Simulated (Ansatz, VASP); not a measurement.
**Al6H: VASP beside Ansatz**

Contents of INCAR:

```
PREC = Accurate
ENCUT = 520
EDIFF = 1E-6
ISMEAR = 0
SIGMA = 0.1
LREAL = False
LASPH = True
NELM = 60
ALGO = Normal
ISIF = 2
LWAVE = False
LCHARG = True
LDIPOL = True
IDIPOL = 3
DIPOL = 0.5 0.5 0.305
GGA = PE
LELF = True
LVHAR = True
LVACPOTAV = True
NBANDS = 32
```

The input KPOINTS:

```
Automatic mesh
0
Gamma
  5 5 1
```

POSCAR

```
Al6H
1.0
    5.7135165837      0.0000000000      0.0000000000
    0.0000000000      5.7135165837      0.0000000000
    0.0000000000      0.0000000000     22.1746954375
Al H
12 2
Direct
    0.2500000000      0.2500000000      0.1803857921
    0.2500000000      0.7500000000      0.1803857921
    0.7500000000      0.2500000000      0.1803857921
    0.7500000000      0.7500000000      0.1803857921
    0.0000000000      0.0000000000      0.2744050924
    0.0000000000      0.5000000000      0.2744050924
    0.5000000000      0.0000000000      0.2744050924
    0.5000000000      0.5000000000      0.2744050924
    0.2500000000      0.2500000000      0.3686497278
    0.2500000000      0.7500000000      0.3686497278
    0.7500000000      0.2500000000      0.3686497278
    0.7500000000      0.7500000000      0.3686497278
    0.0000000000     -0.0568826563      0.4859004927
    0.0000000000      0.0568826563      0.4859004927
```

Input for Ansatz:

```yaml
crystal:
  lattice:
    - [5.7135165837, 0.0, 0.0]
    - [0.0, 5.7135165837, 0.0]
    - [0.0, 0.0, 22.1746954375]
  atoms:
    - { symbol: Al, position: [0.25, 0.25, 0.1803857921] }
    - { symbol: Al, position: [0.25, 0.75, 0.1803857921] }
    - { symbol: Al, position: [0.75, 0.25, 0.1803857921] }
    - { symbol: Al, position: [0.75, 0.75, 0.1803857921] }
    - { symbol: Al, position: [0.0, 0.0, 0.2744050924] }
    - { symbol: Al, position: [0.0, 0.5, 0.2744050924] }
    - { symbol: Al, position: [0.5, 0.0, 0.2744050924] }
    - { symbol: Al, position: [0.5, 0.5, 0.2744050924] }
    - { symbol: Al, position: [0.25, 0.25, 0.3686497278] }
    - { symbol: Al, position: [0.25, 0.75, 0.3686497278] }
    - { symbol: Al, position: [0.75, 0.25, 0.3686497278] }
    - { symbol: Al, position: [0.75, 0.75, 0.3686497278] }
    - { symbol: H, position: [0.0, -0.0568826563, 0.4859004927] }
    - { symbol: H, position: [0.0, 0.0568826563, 0.4859004927] }
basis:
  ecutwfc: 420
kpoints:
  mp_grid: { grid: [5, 5, 1] }
hamiltonian:
  xc: pbe
  pseudopotentials: { kind: paw, azcp: { folder: soft_1 } }
scf:
  occupations: { method: gaussian, width: 0.1 }
output:
  forces: true
  eigenvalues: true
efield:
  axis: 3
  dipole_correction: true
  ramp_width: 0.04
```

Alike in both runs: task single point; functional PBE; k mesh 5 × 5 × 1; occupations gaussian, width 0.1 eV; no spin polarisation.

|  | VASP | Ansatz |
| --- | --- | --- |
| version | VASP 6.6.1 | Ansatz 0.2.0 |
| potentials or method | VASP PAW PBE potentials, release 64 (Al, H), cutoff 520 eV | scalar-relativistic, plane waves, PAW |
| valence electrons in the cell | 38 | 38 |

|  | VASP | Ansatz | Ansatz less VASP |
| --- | --- | --- | --- |
| gap on the k mesh at the Fermi level (eV) | none | none | - |
| rms of the force components (eV/Å) | 1.070 | 1.063 | -0.0074 |
| work function, face that differs most (eV) | 4.39 | 4.39 | -0.003 |

Atom by atom the forces differ by 0.007 eV/Å (rms over components). A gap of «none» marks a metal or a gap that the smearing closes.
